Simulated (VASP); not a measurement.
Wanted: the native input for a VASP 6.6.1 run.

```
Task                   : single point
Functional             : revPBE
Potentials or basis    : VASP PAW PBE potentials, release 64 (V_sv)
Cutoff                 : 520 eV
k mesh                 : 9 × 9 × 15
Occupations            : fermi-dirac, width 0.1 eV
Spin                   : no spin polarisation
Dipole correction      : no
Further INCAR settings : ALGO = Normal; EDIFF = 1e-06; NBANDS = 26
```

The structure of V lies in POSCAR:

```
V
1.0
    4.4156229954      0.0000000000      0.0000000000
   -2.2078114977      3.8240416875      0.0000000000
    0.0000000000      0.0000000000      2.3747247197
V
3
Direct
    0.0000000000      1.0000000000      0.0000000000
    0.3333333333      0.6666666667      0.5000000000
    0.6666666667      0.3333333333      0.5000000000
```

This isn't the form of V at room conditions, which is bcc.

These files were run (other wordings do the same):

INCAR

```
PREC = Accurate
ENCUT = 520
EDIFF = 1E-6
ISMEAR = -1
SIGMA = 0.1
LREAL = False
LASPH = True
NELM = 80
ALGO = Normal
ISIF = 2
LWAVE = False
LCHARG = False
GGA = RE
NBANDS = 26
```

KPOINTS

```
Automatic mesh
0
Gamma
  9 9 15
```

Potentials or basis: VASP PAW PBE potentials, release 64 (V_sv).

Command:

```sh
$ cat potpaw_PBE.64/V_sv/POTCAR > POTCAR
$ mpirun -np 1 vasp_std > vasp.out
```

Results of the run:

```
Pressure               : 7.6 GPa
Band gap on the k mesh : zero (an odd number of electrons rules out a gap without spin polarisation)
```

Caveat: the cell stands under pressure; the PAW data sets were made with another functional, which shifts forces and pressure a little.

Wall time 61 s on 1 thread of AMD EPYC 9R45 96-Core Processor (Zen 5), on a shared host, peak memory 0.18 GiB.
